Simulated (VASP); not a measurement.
Input of a VASP 6.6.1 run:

File INCAR:

```
SYSTEM = Ge
ALGO = Normal ; EDIFF = 1E-7
ENCUT = 520 ; GGA = PS
ISIF = 2 ; ISMEAR = 0
LASPH = .True. ; LCHARG = .False.
LREAL = .False. ; LWAVE = .False.
NBANDS = 21 ; NELM = 100
PREC = Accurate ; SIGMA = 0.15
```

File KPOINTS:

```
k-points
0
Gamma
  20 20 20
  0 0 0
```

The input POSCAR:

```
Ge
1.0
   -2.5707749400      2.7303888900      1.3938385900
    2.5707749400     -2.7303888900      1.3938385900
    2.5707749400      2.7303888900     -1.3938385900
Ge
2
Direct
    0.1859430000      0.9359430000      0.2500000000
    0.8140570000      0.0640570000      0.7500000000
```

Potentials or basis: VASP PAW PBE potentials, release 64 (Ge_d).

Command:

```sh
$ cat potpaw_PBE.64/Ge_d/POTCAR > POTCAR
$ mpirun -np 1 vasp_std > vasp.out
```

**Question.** Predict the band gap on the k mesh.

**Answer.** Zero (bands 14 and 15 overlap by 5.10 eV).

**Question.** Estimate the largest force.

**Answer.** 0.041 eV/Å.

Stress tensor (GPa, compression positive):
```
-3.54  0.00  0.00
 0.00 -6.88  0.00
 0.00  0.00 -1.98
```

Caveat: the cell differs from its parent crystal (strain +0.030 along x and y, -0.030 along z); the cell stands under tension; the PAW data sets were made with another functional, which shifts forces and pressure a little.
